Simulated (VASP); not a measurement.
Set up this calculation in VASP 6.6.1, as the native input.

- Task: single point
- Functional: PBEsol
- Potentials or basis: VASP PAW PBE potentials, release 64 (K_sv, Cl)
- Cutoff: 520 eV
- k mesh: 6 × 6 × 6
- Occupations: gaussian, width 0.05 eV
- Spin: no spin polarisation
- Dipole correction: no
- Further INCAR settings: ALGO = Normal; EDIFF = 1e-07; NBANDS = 15

The structure of KCl lies in POSCAR:

```
KCl
1.0
    0.0000000000      2.9036120000      3.1561000000
    2.9036120000      0.0000000000      3.1561000000
    2.9036120000      2.9036120000      0.0000000000
K Cl
1 1
Direct
    0.0000000000      0.0000000000      0.0000000000
    0.5000000000      0.5000000000      0.5000000000
```

This cell differs from its parent crystal: strain -0.080 along x and y, +0.000 along z.

The input as run:

INCAR

```
  ALGO = Normal
  EDIFF = 1E-7
  ENCUT = 520
  GGA = PS
  ISIF = 2
  ISMEAR = 0
  LASPH = True
  LCHARG = False
  LREAL = False
  LWAVE = False
  NBANDS = 15
  NELM = 100
  PREC = Accurate
  SIGMA = 0.05
```

KPOINTS

```
k-points
0
Gamma
  6 6 6
```

Potentials or basis: VASP PAW PBE potentials, release 64 (K_sv, Cl).

The run is started by

```sh
$ cat potpaw_PBE.64/K_sv/POTCAR potpaw_PBE.64/Cl/POTCAR > POTCAR
$ mpirun -np 1 vasp_std > vasp.out
```

It gave:

```
Pressure               : 4.2 GPa
Band gap on the k mesh : 5.47 eV, direct
```

Caveat: the cell differs from its parent crystal (strain -0.080 along x and y, +0.000 along z); the PAW data sets were made with another functional, which shifts forces and pressure a little.

Run time: 8.7 s on 1 thread of Intel(R) Xeon(R) 6975P-C (Granite Rapids), on a shared host, peak memory 0.17 GiB.
